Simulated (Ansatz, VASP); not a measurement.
CdSe: VASP beside Ansatz

File INCAR:

```
PREC = Accurate ; ENCUT = 520
EDIFF = 1E-6 ; ISMEAR = 0
SIGMA = 0.05 ; LREAL = False
LASPH = True ; NELM = 100
ALGO = Normal ; ISIF = 2
LWAVE = False ; LCHARG = False
GGA = PS ; NBANDS = 26
```

File KPOINTS:

```
Automatic mesh
0
Gamma
  8 8 6
```

The input POSCAR:

```
CdSe
1.0
    0.0000000000     -3.0413096037     -3.0413096037
    0.0000000000      3.0413096037     -3.0413096037
    6.0826192074      0.0000000000      0.0000000000
Cd Se
2 2
Direct
    0.5350253121      0.5520095625      0.5000000000
   -0.0350253121     -0.0520095625      0.0000000000
    0.0484383053      0.4844422669      0.2500000000
    0.4515616947      0.0155577331      0.7500000000
```

Input for Ansatz:

```yaml
crystal:
  lattice:
    - [0.0, -3.0413096037, -3.0413096037]
    - [0.0, 3.0413096037, -3.0413096037]
    - [6.0826192074, 0.0, 0.0]
  atoms:
    - { symbol: Cd, position: [0.5350253121, 0.5520095625, 0.5] }
    - { symbol: Cd, position: [-0.0350253121, -0.0520095625, 0.0] }
    - { symbol: Se, position: [0.0484383053, 0.4844422669, 0.25] }
    - { symbol: Se, position: [0.4515616947, 0.0155577331, 0.75] }
basis:
  ecutwfc: 420
kpoints:
  mp_grid: { grid: [8, 8, 6] }
hamiltonian:
  xc: pbesol
  pseudopotentials: { kind: paw }
scf:
  occupations: { method: gaussian, width: 0.05 }
output:
  forces: true
  stress: true
  eigenvalues: true
```

Change from the starting cell: mode 4 frozen in at -0.265 Å and mode 11 at -0.100 Å (largest displacements).

Alike in both runs: task single point; functional PBEsol; k mesh 8 × 8 × 6; occupations gaussian, width 0.05 eV; no spin polarisation.

|  | VASP | Ansatz |
| --- | --- | --- |
| version | VASP 6.6.1 | Ansatz 0.2.0 |
| potentials or method | VASP PAW PBE potentials, release 64 (Cd, Se), cutoff 520 eV | scalar-relativistic, plane waves, PAW |
| valence electrons in the cell | 36 | 72 |

|  | VASP | Ansatz | Ansatz less VASP |
| --- | --- | --- | --- |
| gap on the k mesh at the Fermi level (eV) | 0.47 | 0.47 | -0.001 |
| least direct gap on the mesh (eV) | 0.47 | 0.47 | -0.001 |
| pressure (GPa) | 0.2 | -0.2 | -0.34 |
| traceless stress, the component that is largest in VASP (GPa) | -0.62 | -0.62 | +0.004 |
| rms of the force components (eV/Å) | 0.471 | 0.457 | -0.0136 |

VASP's potentials were made for PBE, not for PBEsol. Atom by atom the forces differ by 0.017 eV/Å (rms over components). VASP's potentials hold 36 valence electrons a cell and Ansatz's 72, so a difference there can come from the potentials and not from the codes.
